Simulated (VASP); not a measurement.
Here is a VASP 6.6.1 calculation.

File INCAR:

```
ALGO     = Normal         # electronic algorithm
EDIFF    = 1E-6           # SCF threshold, eV
ENCUT    = 520            # plane-wave cutoff, eV
GGA      = PS             # functional
ISIF     = 2              # what is computed and relaxed
ISMEAR   = -1             # smearing method
LASPH    = T              # aspherical terms in the spheres
LCHARG   = F              # write CHGCAR
LREAL    = F              # projectors in reciprocal space
LWAVE    = F              # write WAVECAR
NBANDS   = 17             # bands
NELM     = 80             # most SCF steps
PREC     = Accurate       # precision mode
SIGMA    = 0.05           # smearing width, eV
```

KPOINTS

```
k-points
0
Gamma
  7 7 7
```

POSCAR

```
SnTe
1.0
    0.0000000000      3.1329544890      3.1329544890
    3.1329544890      0.0000000000      3.1329544890
    3.1329544890      3.1329544890      0.0000000000
Te Sn
1 1
Direct
    0.2500000000      0.2500000000      0.2500000000
    0.0000000000      0.0000000000      0.0000000000
```

Potentials or basis: VASP PAW PBE potentials, release 64 (Te, Sn_d).

Command:

```console
$ cat potpaw_PBE.64/Te/POTCAR potpaw_PBE.64/Sn_d/POTCAR > POTCAR
$ mpirun -np 1 vasp_std > vasp.out
```

(1) Estimate the pressure.

(2) What does it give for the band gap on the k mesh?

## Answers

(1) 20.0 GPa.

(2) zero (band 10 reaches 7.58 eV, above the bottom of band 11 at 6.70 eV).

Caveat: the PAW data sets were made with another functional, which shifts forces and pressure a little; spin-orbit coupling is left out, which moves the levels of the heavy elements.
